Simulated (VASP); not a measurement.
# CuSb (F-43m) in VASP: notebook

CuSb is run at these levels: revPBE, r2SCAN; tasks: single point.

Program: VASP 6.6.1. These are calculated values, not measurements. Logs are shortened: lines on timing, memory, paths and dates and some standing lists are left out, and cuts for length are marked.

### Step 1. The cell of the first run

The structure is cubic, space group F-43m (No. 216). The conventional cell has a = 5.800 Å, b = 5.800 Å, c = 5.800 Å, α = 90.00°, β = 90.00°, γ = 90.00°. Within 3.3 Å of Cu (site symmetry -43m) lie 4 Sb at 2.51 Å. Within 3.3 Å of Sb (site symmetry -43m) lie 4 Cu at 2.51 Å.

### Step 2. Single point, revPBE

INCAR

```
SYSTEM = CuSb
PREC = Accurate ; ENCUT = 600
EDIFF = 1E-6 ; ISMEAR = 0
SIGMA = 0.05 ; LREAL = .FALSE.
LASPH = .TRUE. ; NELM = 120
ALGO = Normal ; ISIF = 2
LWAVE = .FALSE. ; LCHARG = .FALSE.
GGA = RE ; NBANDS = 15
GGA_COMPAT = .FALSE.
```

KPOINTS

```
Automatic mesh
0
G
  10 10 10
  0 0 0
```

POSCAR

```
CuSb
1.0
    0.0000000000      2.9001448414      2.9001448414
    2.9001448414      0.0000000000      2.9001448414
    2.9001448414      2.9001448414      0.0000000000
Cu Sb
1 1
Direct
    0.0000000000      0.0000000000      0.0000000000
    0.2500000000      0.2500000000      0.2500000000
```

Potentials or basis: VASP PAW PBE potentials, release 64 (Cu, Sb).

The run is started by

```console
$ cat potpaw_PBE.64/Cu/POTCAR potpaw_PBE.64/Sb/POTCAR > POTCAR
$ mpirun -np 1 vasp_std > vasp.out
```

OUTCAR:

```text
SYSTEM = CuSb
   PREC = Accurate
   ENCUT = 600
   EDIFF = 1E-6
   ISMEAR = 0
   LREAL = .FALSE.
   LASPH = .TRUE.
   NELM = 120
   ISIF = 2
   GGA = RE

 ion  position               nearest neighbor table
   1  0.000  0.000  0.000-   2 2.51   2 2.51   2 2.51   2 2.51
   2  0.250  0.250  0.250-   1 2.51   1 2.51   1 2.51   1 2.51

  LATTYP: Found a face centered cubic cell.
 ALAT       =     5.8002896828

  Lattice vectors:

 A1 = (   0.0000000000,   2.9001448414,   2.9001448414)
 A2 = (   2.9001448414,   0.0000000000,   2.9001448414)
 A3 = (   2.9001448414,   2.9001448414,   0.0000000000)

Analysis of symmetry for initial positions (statically):
=====================================================================
 Subroutine PRICEL returns:
 Original cell was already a primitive cell.

 Routine SETGRP: Setting up the symmetry group for a
 face centered cubic supercell.

 Subroutine GETGRP returns: Found 24 space group operations
 (whereof 24 operations were pure point group operations)
 out of a pool of 48 trial point group operations.

The static configuration has the point symmetry T_d .

Analysis of symmetry for dynamics (positions and initial velocities):
=====================================================================
 Subroutine PRICEL returns:
 Original cell was already a primitive cell.

 Routine SETGRP: Setting up the symmetry group for a
 face centered cubic supercell.

 Subroutine GETGRP returns: Found 24 space group operations
 (whereof 24 operations were pure point group operations)
 out of a pool of 48 trial point group operations.

The dynamic configuration has the point symmetry T_d .

 Subroutine INISYM returns: Found 24 space group operations
 (whereof 24 operations are pure point group operations),
 and found     1 'primitive' translations

----------------------------------------------------------------------------------------

                                     Primitive cell

  volume of cell :      48.7853

  direct lattice vectors                    reciprocal lattice vectors
     0.000000000  2.900144841  2.900144841    -0.172405182  0.172405182  0.172405182
     2.900144841  0.000000000  2.900144841     0.172405182 -0.172405182  0.172405182
     2.900144841  2.900144841  0.000000000     0.172405182  0.172405182 -0.172405182

  length of vectors
     4.101424168  4.101424168  4.101424168     0.298614535  0.298614535  0.298614535

  position of ions in fractional coordinates (direct lattice)
     0.000000000  0.000000000  0.000000000
     0.250000000  0.250000000  0.250000000

  ion indices of the primitive-cell ions
   primitive index   ion index
                 1           1
                 2           2

----------------------------------------------------------------------------------------

 KPOINTS: Automatic mesh

Automatic generation of k-mesh.
 Grid dimensions read from file:
 generate k-points for:   10   10   10

 Generating k-lattice:

  Cartesian coordinates                     Fractional coordinates (reciprocal lattice)
    -0.017240518  0.017240518  0.017240518     0.100000000  0.000000000  0.000000000
     0.017240518 -0.017240518  0.017240518     0.000000000  0.100000000  0.000000000
     0.017240518  0.017240518 -0.017240518     0.000000000  0.000000000  0.100000000

  Length of vectors
     0.029861454  0.029861454  0.029861454

  Shift w.r.t. Gamma in fractional coordinates (k-lattice)
     0.000000000  0.000000000  0.000000000

 Subroutine IBZKPT returns following result:
 ===========================================

 Found     47 irreducible k-points:

 Following reciprocal coordinates:
            Coordinates               Weight
  0.000000  0.000000  0.000000      1.000000
  0.100000  0.000000  0.000000      8.000000
  0.200000  0.000000  0.000000      8.000000
  0.300000  0.000000  0.000000      8.000000
  0.400000  0.000000  0.000000      8.000000
  0.500000  0.000000  0.000000      4.000000
[... 16 lines left out ...]
  0.300000  0.300000  0.000000      6.000000
  0.400000  0.300000  0.000000     24.000000
 [... further k-points ...]
   k-points           NKPTS =     47   k-points in BZ     NKDIM =     47   number of bands    NBANDS=     15
   number of dos      NEDOS =    301   number of ions     NIONS =      2
   total plane-waves  NPLWV =  46656
   dimension x,y,z NGX =    36 NGY =   36 NGZ =   36
   dimension x,y,z NGXF=    72 NGYF=   72 NGZF=   72
   ions per type =               1   1
   NGX,Y,Z   is equivalent  to a cutoff of  14.59, 14.59, 14.59 a.u.
   NGXF,Y,Z  is equivalent  to a cutoff of  29.18, 29.18, 29.18 a.u.
 SYSTEM =  CuSb
   PREC   = accura    normal or accurate (medium, high low for compatibility)
   ISTART =      0    job   : 0-new  1-cont  2-samecut
   ICHARG =      2    charge: 1-file 2-atom 10-const
   ISPIN  =      1    spin polarized calculation?
   LNONCOLLINEAR =      F non collinear calculations
   LSORBIT =      F    spin-orbit coupling
   LASPH  =      T    aspherical Exc in radial PAW
   ENCUT  =  600.0 eV  44.10 Ry    6.64 a.u.   8.19  8.19  8.19*2*pi/ulx,y,z
   NELM   =    120;   NELMIN=  2; NELMDL= -5     # of ELM steps
   EDIFF  = 0.1E-05   stopping-criterion for ELM
   LREAL  =      F    real-space projection
   EDIFFG = 0.1E-04   stopping-criterion for IOM
   NSW    =      0    number of steps for IOM
   IBRION =     -1    ionic relax: 0-MD 1-quasi-New 2-CG
   NFREE  =      0    steps in history (QN), initial steepest desc. (CG)
   ISIF   =      2    stress and relaxation
   ISYM   =      2    0-nonsym 1-usesym 2-fastsym
   POTIM  = 0.5000    time-step for ionic-motion
   TEBEG  =    0.0;   TEEND  =   0.0 temperature during run
   PSTRESS=    0.0 pullay stress
   NELECT =      16.0000    total number of electrons
   NUPDOWN=      -1.0000    fix difference up-down
   EMIN   =  10.00;   EMAX   =-10.00  energy-range for DOS
   EFERMI =   0.00;   METHOD = LEGACY
   ISMEAR =     0;   SIGMA  =   0.05  broadening in eV -4-tet -1-fermi 0-gaus
   EFERMI_NEDOS =   21; number of points for ismear=-14 and -15
   IALGO  =     38    algorithm
   IMIX   =      4    mixing-type and parameters
     AMIX     =   0.40;   BMIX     =  1.00
     AMIX_MAG =   1.60;   BMIX_MAG =  1.00
  volume/ion in A,a.u.               =      24.39       164.61
  Fermi-wavevector in a.u.,A,eV,Ry     =   1.128977  2.133457 17.341841  1.274589
  Thomas-Fermi vector in A             =   2.265669
   LORBIT       =      0    0 simple, 1 ext, 2 COOP (PROOUT), +10 PAW based schemes
   GGA     = RE    functional components
   LHFCALC =     F    Hartree Fock is set to
   AEXX    =    0.0000 exact exchange contribution
   IVDW    =     0    specifies the selected vdW correction
   LEPSILON=     F    determine dielectric tensor
   LRPA    =     F    only Hartree local field effects (RPA)
 non-spin polarized calculation
 Gauss-broadening in eV      SIGMA  =   0.05
  energy-cutoff  :      600.00
  volume of cell :       48.79
 maximum number of plane-waves:      1660
 NGX is ok and might be reduce to    36
   NGX = 17   NGY = 17   NGZ = 17

 number of electron      16.0000008 magnetization

 Free energy of the ion-electron system (eV)
  ---------------------------------------------------
  ext. energy  EPLUGINS =         0.00000000
  ---------------------------------------------------
  free energy    TOTEN  =        -6.52785422 eV

  energy without entropy =       -6.52609755  energy(sigma->0) =       -6.52697589

 E-fermi :   5.1470     XC(G=0):  -9.5541

 val. band max:        5.1420946797   @ k =   0.4000   0.2000   0.0000
 cond. band min:       5.2001855899   @ k =  -0.4000   0.3000   0.0000
 fundamental gap:      0.0580909102
 Fermi energy:         5.1469821583

 k-point     1 :       0.0000    0.0000    0.0000
  band No.  band energies     occupation
      1      -5.4907      2.00000
      2       1.5781      2.00000
      3       1.5781      2.00000
      4       1.5781      2.00000
      5       2.2230      2.00000
      6       2.2230      2.00000
      7       7.8265      0.00000
      8       7.8265      0.00000
      9       7.8265      0.00000
     10       9.9573      0.00000
     11      10.9961      0.00000
     12      10.9961      0.00000
     13      10.9961      0.00000
     14      13.8754      0.00000
     15      16.3668      0.00000

 k-point     2 :       0.1000    0.0000    0.0000
  band No.  band energies     occupation
      1      -5.3875      2.00000
      2       1.5368      2.00000
      3       1.5934      2.00000
      4       1.5934      2.00000
      5       2.2187      2.00000
      6       2.2187      2.00000
      7       6.6945      0.00000
      8       7.6157      0.00000
      9       7.6157      0.00000
     10      10.2395      0.00000
     11      11.2613      0.00000
     12      11.2613      0.00000
     13      11.5020      0.00000
     14      14.5366      0.00000
     15      15.4198      0.00000

 k-point     3 :       0.2000    0.0000    0.0000
  band No.  band energies     occupation
      1      -5.0918      2.00000
      2       1.4123      2.00000
      3       1.6305      2.00000
      4       1.6305      2.00000
      5       2.2122      2.00000
      6       2.2122      2.00000
      7       4.9848      2.00000
      8       7.1761      0.00000
      9       7.1761      0.00000
     10       9.9448      0.00000
     11      11.7160      0.00000
     12      11.7160      0.00000
     13      12.9430      0.00000
     14      14.8247      0.00000
     15      14.9661      0.00000
[... 343 lines left out ...]
 k-point    23 :       0.3000    0.3000    0.0000
  band No.  band energies     occupation
      1      -4.3623      2.00000
      2       1.0567      2.00000
      3       1.7920      2.00000
      4       1.7920      2.00000
      5       2.1353      2.00000
      6       2.2587      2.00000
      7       4.1394      2.00000
      8       5.2411      0.00779
      9       5.2411      0.00779
     10       8.9734      0.00000
     11      10.1206      0.00000
     12      14.9016      0.00000
     13      14.9016      0.00000
     14      15.9104      0.00000
     15      17.3441      0.00000

 k-point    24 :       0.4000    0.3000    0.0000
  band No.  band energies     occupation
      1      -4.0040      2.00000
      2       0.8984      2.00000
      3       1.8319      2.00000
      4       1.8494      2.00000
      5       2.1660      2.00000
      6       2.2637      2.00000
      7       3.4171      2.00000
      8       4.6473      2.00000
      9       4.9490      2.00000
     10       9.1144      0.00000
     11      10.0447      0.00000
     12      14.8524      0.00000
     13      15.2002      0.00000
     14      17.6673      0.00000
     15      18.0370      0.00000

 [... further k-points ...]

------------------------ aborting loop because EDIFF is reached ----------------------------------------

  FORCE on cell =-STRESS in cart. coord.  units (eV):
  Direction    XX          YY          ZZ          XY          YZ          ZX
  --------------------------------------------------------------------------------------
  -------------------------------------------------------------------------------------
  Total        1.0897693      1.0897693      1.0897693      0.0000000      0.0000000     -0.0000000
  in kB       35.7895392     35.7895392     35.7895392      0.0000000      0.0000000     -0.0000000
  external PRESSURE =      35.7895392 kB  Pullay stress =       0.0000000 kB

 VOLUME and BASIS-vectors are now :
 -----------------------------------------------------------------------------
  energy-cutoff  :      600.00
  volume of cell :       48.79
      direct lattice vectors                 reciprocal lattice vectors
     0.000000000  2.900144841  2.900144841    -0.172405182  0.172405182  0.172405182
     2.900144841  0.000000000  2.900144841     0.172405182 -0.172405182  0.172405182
     2.900144841  2.900144841  0.000000000     0.172405182  0.172405182 -0.172405182

 POSITION                                       TOTAL-FORCE (eV/Angst)
 -----------------------------------------------------------------------------------
      0.00000      0.00000      0.00000        -0.000000     -0.000000     -0.000000
      1.45007      1.45007      1.45007         0.000000      0.000000      0.000000
 -----------------------------------------------------------------------------------
    total drift:                               -0.000000     -0.000000     -0.000000

  FREE ENERGIE OF THE ION-ELECTRON SYSTEM (eV)
  ---------------------------------------------------
  free  energy   TOTEN  =        -6.5278542230 eV

  energy  without entropy=       -6.5260975550  energy(sigma->0) =       -6.52697589
```

It took 28 s on 1 thread of Intel Xeon 6975P-C (Granite Rapids), shared host; peak memory 0.22 GiB.

What came out:

```
Free energy            : -6.5279 eV
Pressure               : 3.6 GPa
Band gap on the k mesh : zero (bands 8 and 9 overlap by 3.92 eV)
```

Levels at points of the mesh, in eV from the Fermi level:
| k point | band 4 | band 5 | band 6 | band 7 | band 8 | band 9 | band 10 | band 11 | band 12 | band 13 |
| --- | --- | --- | --- | --- | --- | --- | --- | --- | --- | --- |
| (0.00, 0.00, 0.00) | -3.57 | -2.92 | -2.92 | 2.68 | 2.68 | 2.68 | 4.81 | 5.85 | 5.85 | 5.85 |
| (0.50, 0.00, 0.00) | -3.45 | -2.91 | -2.91 | -2.77 | 1.21 | 1.21 | 4.27 | 6.49 | 6.49 | 8.32 |
| (0.50, 0.50, 0.00) | -3.15 | -2.87 | -2.82 | -2.57 | -0.81 | -0.81 | 3.56 | 3.78 | 12.71 | 12.71 |

Caveat: the cell stands under pressure; the PAW data sets were made with another functional, which shifts forces and pressure a little; spin-orbit coupling is left out, which moves the levels of the heavy elements.

(Part 1 of 2 ends here.)
